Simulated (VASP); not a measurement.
KZnF3: single point with PBE

The system is KZnF3.

```
K Zn F
1.0
     4.04617    0.00000    0.00000
     0.00000    4.04617    0.00000
     0.00000    0.00000    4.04617
K Zn F
1 1 3
Direct
  0.00000 0.00000 0.00000
  0.50000 0.50000 0.50000
  0.50000 0.50000 0.00000
  0.00000 0.50000 0.50000
  0.50000 0.00000 0.50000
```

```json
{
  "Program": "VASP 6.6.1",
  "Task": "single point",
  "Functional": "PBE",
  "Potentials or basis": "VASP PAW PBE potentials, release 64 (K_sv, Zn, F)",
  "Cutoff": "520 eV",
  "k mesh": "6 × 6 × 6",
  "Occupations": "gaussian, width 0.01 eV",
  "Spin": "no spin polarisation"
}
```

```json
{"Pressure": "5.2 GPa", "Band gap on the k mesh": "3.80 eV, indirect (least direct gap 5.67 eV)"}
```

Levels at points of the mesh, in eV from the valence-band top:
| k point | band 17 | band 18 | band 19 | band 20 | band 21 | band 22 | band 23 | band 24 | band 25 | band 26 |
| --- | --- | --- | --- | --- | --- | --- | --- | --- | --- | --- |
| (0.00, 0.00, 0.00) | -2.08 | -2.08 | -1.87 | -1.87 | -1.87 | 3.80 | 8.68 | 8.68 | 9.41 | 11.02 |
| (0.50, 0.00, 0.00) | -2.05 | -2.05 | -1.71 | -1.71 | -1.58 | 6.58 | 8.30 | 9.64 | 11.08 | 11.08 |
| (0.50, 0.50, 0.00) | -2.06 | -1.80 | -1.80 | -1.53 | 0.00 | 8.05 | 10.12 | 10.16 | 10.16 | 11.42 |
| (0.50, 0.50, 0.50) | -1.51 | -1.51 | -1.51 | 0.00 | 0.00 | 8.42 | 8.42 | 8.42 | 10.25 | 12.25 |

It took 41 s on 1 thread of Intel Xeon 6975P-C (shared host), peak memory 0.19 GiB.

A k mesh can miss the band edges.
